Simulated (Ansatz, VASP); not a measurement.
## One calculation of Ca2O, two programs

```
CELL_PARAMETERS angstrom
5.34458 0.00000 0.00000
0.00000 5.34458 0.00000
0.00000 0.00000 5.42117
ATOMIC_POSITIONS crystal
Ca 0.33333 0.33333 0.00000
Ca 0.66667 0.66667 0.00000
Ca 0.66667 0.33333 0.50000
Ca 0.33333 0.66667 0.50000
O 0.00000 0.00000 0.75000
O 0.00000 0.00000 0.25000
```

Alike in both runs: task relaxation of cell and atoms; functional PBE; k mesh 4 × 4 × 4; occupations gaussian, width 0.1 eV; no spin polarisation.

|  | VASP | Ansatz |
| --- | --- | --- |
| version | VASP 6.6.1 | Ansatz 0.2.0 |
| potentials or method | VASP PAW PBE potentials, release 64 (Ca_sv, O), cutoff 600 eV | scalar-relativistic, plane waves, PAW |
| valence electrons in the cell | 52 | 52 |

```tsv
	VASP	Ansatz	Ansatz less VASP
gap on the k mesh at the Fermi level, each at its own relaxed structure (eV)	none	none	-
relaxed volume (Å³/atom)	31.27	31.28	+0.007
relaxed length of the cell vector where the two differ most in proportion (Å)	5.995	5.958	-0.0374
```

A gap of «none» marks a metal or a gap that the smearing closes.

Noted on VASP's run: the volume moved by over 15 % at a fixed basis, so the end points are rough.
